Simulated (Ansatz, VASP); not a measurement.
## Al3N4: VASP beside Ansatz

```
Al N
1.0
     1.51181    0.87284    8.22735
    -1.51181    0.87284    8.22735
     0.00000   -1.74569    8.22735
Al N
3 4
Direct
  0.00000 0.00000 0.00000
  0.56748 0.56748 0.56748
  0.43252 0.43252 0.43252
  0.87235 0.87235 0.87235
  0.12765 0.12765 0.12765
  0.71070 0.71070 0.71070
  0.28930 0.28930 0.28930
```

Alike in both runs: task relaxation of cell and atoms; functional PBE; k mesh 12 × 12 × 12; occupations gaussian, width 0.1 eV; no spin polarisation.

```csv
,VASP,Ansatz
version,VASP 6.6.1,Ansatz 0.2.0
potentials or method,"VASP PAW PBE potentials, release 64 (Al, N), cutoff 600 eV","scalar-relativistic, plane waves, PAW"
valence electrons in the cell,29,29
```

```csv
,VASP,Ansatz,Ansatz less VASP
"gap on the k mesh at the Fermi level, each at its own relaxed structure (eV)",none,none,-
relaxed volume (Å³/atom),9.28,9.30,+0.018
relaxed length of the cell vector where the two differ most in proportion (Å),8.396,8.405,+0.0082
```

A gap of «none» marks a metal or a gap that the smearing closes.
